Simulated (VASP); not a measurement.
TaN: relaxation of cell and atoms with PBE+D4

TaN:

```
CELL_PARAMETERS angstrom
0.00000 2.21132 2.21132
2.21132 0.00000 2.21132
2.21132 2.21132 0.00000
ATOMIC_POSITIONS crystal
Ta 0.50000 0.50000 0.50000
N 0.00000 0.00000 0.00000
```

```json
{
  "Program": "VASP 6.6.1",
  "Task": "relaxation of cell and atoms",
  "Functional": "PBE",
  "Dispersion": "D4",
  "Potentials or basis": "VASP PAW PBE potentials, release 64 (Ta_pv, N)",
  "Cutoff": "600 eV",
  "k mesh": "10 × 10 × 10",
  "Occupations": "fermi-dirac, width 0.05 eV",
  "Spin": "no spin polarisation",
  "Dipole correction": "no",
  "Further INCAR settings": "ALGO = Normal; EDIFF = 1e-06; IBRION = 2; EDIFFG = -0.01; NSW = 60; ISIF = 3"
}
```

```json
{
 "Relaxed volume": "10.63 Å³/atom",
 "Relaxed cell": "a = 3.109 Å, b = 3.109 Å, c = 3.109 Å, α = 60.00°, β = 60.00°, γ = 60.00°",
 "Space group after relaxing (to 0.05 Å)": "Fm-3m (No. 225)",
 "Energy gained by relaxing": "3.4 meV/atom",
 "Ionic steps": "4",
 "Pressure after relaxing": "0.0 GPa",
 "Band gap on the k mesh": "zero (band 8 reaches 11.45 eV, above the bottom of band 9 at 7.44 eV)",
 "Dispersion energy per atom": "-0.319 eV"
}
```

Step by step:
| step | energy change (eV) | largest force (eV/Å) | pressure (GPa) | volume (Å³) |
| --- | --- | --- | --- | --- |
| 1 | 0.0000 | 0.0000 | -5.75 | 21.63 |
| 2 | 0.0276 | 0.0000 | 14.67 | 20.43 |
| 3 | -0.0069 | 0.0000 | 0.24 | 21.24 |
| 4 | -0.0069 | 0.0000 | -0.01 | 21.25 |

Final structure:
```xyz
2
Lattice="0.0000 2.1986 2.1986 2.1986 0.0000 2.1986 2.1986 2.1986 0.0000" Properties=species:S:1:pos:R:3 pbc="T T T"
Ta    2.1986    2.1986    2.1986
N     0.0000    0.0000    0.0000
```

Levels at points of the mesh, in eV from the Fermi level:
| k point | band 4 | band 5 | band 6 | band 7 | band 8 | band 9 | band 10 | band 11 | band 12 |
| --- | --- | --- | --- | --- | --- | --- | --- | --- | --- |
| (0.00, 0.00, 0.00) | -18.89 | -3.84 | -3.84 | -3.84 | -2.14 | -2.14 | -2.14 | 0.03 | 0.03 |
| (0.50, 0.00, 0.00) | -15.86 | -10.40 | -7.60 | -7.60 | 1.87 | 1.87 | 1.97 | 3.80 | 7.51 |
| (0.50, 0.50, 0.00) | -17.63 | -6.67 | -5.50 | -4.66 | -4.66 | 2.09 | 3.51 | 3.51 | 4.51 |

It took 45 s on 1 thread of Intel(R) Xeon(R) Platinum 8259CL CPU @ 2.50GHz (Skylake/Cascade Lake), on a shared host, peak memory 0.18 GiB.

Caveat: spin-orbit coupling is left out, which moves the levels of the heavy elements; pairwise dispersion overbinds metals, which lowers pressure and volume.
